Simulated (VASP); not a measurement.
## Ni: single point with LDA

The system is Ni.

```
Ni
1.0
    -1.47042    1.47042    1.47042
     1.47042   -1.47042    1.47042
     1.47042    1.47042   -1.47042
Ni
1
Direct
  0.00000 0.00000 0.00000
```

This cell differs from its parent crystal: volume scaled by 1.2.

* Program: VASP 6.6.1
* Task: single point
* Functional: LDA
* Potentials or basis: VASP PAW LDA potentials, release 64 (Ni)
* Cutoff: 520 eV
* k mesh: 17 × 17 × 17
* Occupations: fermi-dirac, width 0.05 eV
* Spin: collinear spin, ferromagnetic start
* Starting moments: [1.5] μB

* Pressure: -31.9 GPa
* Net moment: 0.59 μB per cell
* Site moments: Ni +0.60 μB
* Valence electrons inside the program's atomic spheres: Ni 9.09

Levels at points of the mesh, in eV from the Fermi level:
Spin up:
| k point | band 2 | band 3 | band 4 | band 5 | band 6 | band 7 | band 8 | band 9 |
| --- | --- | --- | --- | --- | --- | --- | --- | --- |
| (0.00, 0.00, 0.00) | -1.93 | -1.93 | -1.93 | -0.79 | -0.79 | 24.89 | 24.89 | 24.89 |
Spin down:
```
           k point  band 1  band 2  band 3  band 4  band 5  band 6  band 7  band 8  band 9  band 10
(0.00, 0.00, 0.00)   -7.83   -1.33   -1.33   -1.33   -0.27   -0.27   24.87   24.87   24.87    28.33
```

It took 31 s on 1 thread of AMD EPYC 9R45 96-Core Processor (Zen 5), on a shared host, peak memory 0.12 GiB.
